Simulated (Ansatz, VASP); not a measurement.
# Two plane-wave programs on Rh

```
CELL_PARAMETERS angstrom
-0.09385 1.87704 1.87704
1.87704 -0.09385 1.87704
1.78318 1.78318 0.00000
ATOMIC_POSITIONS crystal
Rh 0.00000 0.00000 0.00000
```

Change from the starting cell: engineering shear strain xy -0.1000, equal normal strain along x and y +0.0000.

Alike in both runs: task single point; functional LDA; k mesh 20 × 20 × 20; occupations gaussian, width 0.15 eV; no spin polarisation.

|  | VASP | Ansatz |
| --- | --- | --- |
| version | VASP 6.6.1 | Ansatz 0.2.0 |
| potentials or method | VASP PAW LDA potentials, release 64 (Rh_pv), cutoff 520 eV | scalar-relativistic, plane waves, PAW |
| valence electrons in the cell | 15 | 17 |

```csv
,VASP,Ansatz,Ansatz less VASP
gap on the k mesh at the Fermi level (eV),none,none,-
pressure (GPa),4.8,4.1,-0.71
"traceless stress, the component that is largest in VASP (GPa)",22.34,22.24,-0.098
```

Ansatz warns that its potentials were made for another functional, while VASP's fit it. LDA's correlation is that of Perdew and Zunger in VASP and of Perdew and Wang (1992) in Ansatz. A gap of «none» marks a metal or a gap that the smearing closes. VASP's potentials hold 15 valence electrons a cell and Ansatz's 17, so a difference there can come from the potentials and not from the codes.
